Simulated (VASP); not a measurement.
Input of a VASP 6.6.1 run:

Contents of POSCAR:

```
Ge
1.0
    1.4880529250     -2.5946896100      0.0000000000
    1.4880529250      2.5946896100      0.0000000000
    0.0000000000      0.0000000000      4.7275957900
Ge
2
Direct
    0.3334466300      0.6665533700      0.2500000000
    0.6665533700      0.3334466300      0.7500000000
```

INCAR.step1

```
ALGO     = Normal         # electronic algorithm
EDIFF    = 1E-5           # SCF threshold, eV
ENCUT    = 520            # plane-wave cutoff, eV
GGA      = PE             # functional
ISIF     = 2              # what is computed and relaxed
ISMEAR   = -1             # smearing method
LASPH    = T              # aspherical terms in the spheres
LCHARG   = F              # write CHGCAR
LREAL    = F              # projectors in reciprocal space
LWAVE    = T              # write WAVECAR
NBANDS   = 21             # bands
NELM     = 80             # most SCF steps
PREC     = Accurate       # precision mode
SIGMA    = 0.05           # smearing width, eV
```

The input INCAR.step2:

```
AEXX     = 0.25           # exact-exchange fraction
ALGO     = Normal         # electronic algorithm
EDIFF    = 1E-6           # SCF threshold, eV
ENCUT    = 520            # plane-wave cutoff, eV
GGA      = PE             # functional
HFSCREEN = 0.4            # screening, 1/A
ISIF     = 2              # what is computed and relaxed
ISMEAR   = -1             # smearing method
ISTART   = 1            
LASPH    = T              # aspherical terms in the spheres
LCHARG   = F              # write CHGCAR
LHFCALC  = T              # exact exchange
LREAL    = F              # projectors in reciprocal space
LWAVE    = F              # write WAVECAR
NBANDS   = 21             # bands
NELM     = 80             # most SCF steps
PREC     = Accurate       # precision mode
PRECFOCK = Normal       
SIGMA    = 0.05           # smearing width, eV
```

File KPOINTS:

```
k-points
0
Gamma
  5 5 3
```

Potentials or basis: VASP PAW PBE potentials, release 64 (Ge_d).

Run with:

```console
$ cat potpaw_PBE.64/Ge_d/POTCAR > POTCAR
$ cp INCAR.step1 INCAR
$ mpirun -np 1 vasp_std > vasp.out
$ cp INCAR.step2 INCAR
$ mpirun -np 1 vasp_std > vasp.out
```

What does it give for the pressure?

3.6 GPa.

What does it give for the largest force?

0.011 eV/Å.

Estimate the band gap on the k mesh.

zero (bands 14 and 15 overlap by 8.44 eV).

Stress tensor (GPa, compression positive):
```
0.62 0.00 0.00
0.00 0.37 0.00
0.00 0.00 9.76
```

Caveat: the k points lie up to 0.49 Å⁻¹ apart, too coarse for converged energies and pressures of a metal; the PAW data sets were made with another functional, which shifts forces and pressure a little.
